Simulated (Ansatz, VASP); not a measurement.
# Two plane-wave programs on SnO

```
CELL_PARAMETERS angstrom
3.81370 0.00000 0.00000
0.00000 3.81370 0.00000
0.00000 0.00000 4.88691
ATOMIC_POSITIONS crystal
Sn 0.50000 0.00000 0.76463
Sn 0.00000 0.50000 0.23537
O 0.00000 0.00000 0.00000
O 0.50000 0.50000 0.00000
```

Alike in both runs: task relaxation of cell and atoms; functional RPBE; k mesh 7 × 7 × 6; occupations fermi-dirac, width 0.05 eV; no spin polarisation.

```csv
,VASP,Ansatz
version,VASP 6.6.1,Ansatz 0.2.0
potentials or method,"VASP PAW PBE potentials, release 64 (Sn_d, O)",Ansatz PAW
plane-wave cutoff (eV),600,420
valence electrons in the cell,40,40
```

Ansatz gave:

| Quantity | Value |
| --- | --- |
| gap on the k mesh at the Fermi level, each at its own relaxed structure (eV) | 1.58 |
| relaxed volume (Å³/atom) | 21.66 |
| relaxed length of the cell vector where the two differ most in proportion (Å) | 5.659 |

Estimate VASP's values.

gap on the k mesh at the Fermi level, each at its own relaxed structure (eV): 1.34; relaxed volume (Å³/atom): 20.99; relaxed length of the cell vector where the two differ most in proportion (Å): 5.481.

VASP's potentials were made for PBE, not for RPBE.

Noted on VASP's run: the volume moved by over 15 % at a fixed basis, so the end points are rough. Noted on Ansatz's run: the volume moved by over 15 % at a fixed basis, so the end points are rough; odd divisions of the mesh miss points on the zone boundary, where band edges often lie, so the gap on the mesh can be too wide; the plane-wave basis is chosen anew once the cell has moved, so the energies of steps on either side of that aren't comparable.
